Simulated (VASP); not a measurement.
Runs of VASP 6.6.1 on MgH2. The structure is that of space group P4_2/mnm (No. 136), or close to it. The cells are those of the table. 

```tsv
task	cell	k mesh	smearing	gap on the mesh (eV)	pressure (GPa)
single point	a = 4.517, b = 4.517, c = 3.021 Å, 6 atoms	4 × 4 × 6	gaussian 0.1 eV	4.54	(a)
single point	a = 4.485, b = 4.485, c = 2.996 Å, 6 atoms	6 × 6 × 8	gaussian 0.01 eV	4.46	-0.3
relaxation of cell and atoms	relaxed from a = 4.485, b = 4.485, c = 2.996 Å, 6 atoms	6 × 6 × 8	gaussian 0.01 eV	4.47	0.0
single point	a = 4.485, b = 4.485, c = 2.996 Å, 6 atoms	6 × 6 × 8	gaussian 0.02 eV	4.46	-0.3
```

Alike in all rows: level r2SCAN; potentials or basis VASP PAW PBE potentials, release 64 (Mg, H); no spin polarisation; cutoff (eV) 660.

**Question.** Fill in the values left out.

**Answer.** (a) -1.4.

Caveats: the PAW data sets were made with another functional, which shifts forces and pressure a little.

A k mesh can miss the band edges.
